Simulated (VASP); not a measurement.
Set up this calculation in VASP 6.6.1, as the native input.

| Property | Result |
| --- | --- |
| Task | relaxation of cell and atoms |
| Functional | PBE |
| Potentials or basis | VASP PAW PBE potentials, release 64 (Ta_pv, Ga_d) |
| Cutoff | 600 eV |
| k mesh | 4 × 4 × 4 |
| Occupations | gaussian, width 0.1 eV |
| Spin | no spin polarisation |
| Dipole correction | no |
| Further INCAR settings | ALGO = Normal; EDIFF = 1e-06; IBRION = 2; EDIFFG = -0.04; NSW = 90; ISIF = 3 |

The structure of Ta3Ga lies in POSCAR:

```
Ta3Ga
1.0
    4.0428276306      0.0000000000      0.0000000000
    0.0000000000      4.0428276306      0.0000000000
    0.0000000000      0.0000000000      4.0428276306
Ta Ga
3 1
Direct
    0.0000000000      0.5000000000      0.5000000000
    0.5000000000      0.0000000000      0.5000000000
    0.5000000000      0.5000000000      0.0000000000
    0.0000000000      0.0000000000      0.0000000000
```

These files were run (other wordings do the same):

INCAR

```
SYSTEM = Ta3Ga
PREC = Accurate
ENCUT = 600
EDIFF = 1E-6
ISMEAR = 0
SIGMA = 0.1
LREAL = .FALSE.
LASPH = .TRUE.
NELM = 60
ALGO = Normal
ISIF = 3
LWAVE = .FALSE.
LCHARG = .FALSE.
GGA = PE
IBRION = 2
NSW = 90
EDIFFG = -0.04
```

KPOINTS

```
Automatic mesh
0
G
  4 4 4
  0 0 0
```

Potentials or basis: VASP PAW PBE potentials, release 64 (Ta_pv, Ga_d).

The run is started by

```sh
$ cat potpaw_PBE.64/Ta_pv/POTCAR potpaw_PBE.64/Ga_d/POTCAR > POTCAR
$ mpirun -np 1 vasp_std > vasp.out
```

It gave:

```
Relaxed volume                        : 17.54 Å³/atom
Relaxed cell                          : a = 4.124 Å, b = 4.124 Å, c = 4.124 Å, α = 90.00°, β = 90.00°, γ = 90.00°
Space group after relaxing (to 0.1 Å) : Pm-3m (No. 221)
Energy gained by relaxing             : 36.4 meV/atom
Ionic steps                           : 4
Pressure after relaxing               : 0.1 GPa
Band gap on the k mesh                : zero (bands 23 and 24 overlap by 0.79 eV)
```

Caveat: the k points lie up to 0.38 Å⁻¹ apart in the final cell, too coarse for converged energies and pressures of a metal; spin-orbit coupling is left out, which moves the levels of the heavy elements.

It took 89 s on 1 thread of Intel Xeon 8259CL (shared host), peak memory 0.2 GiB.
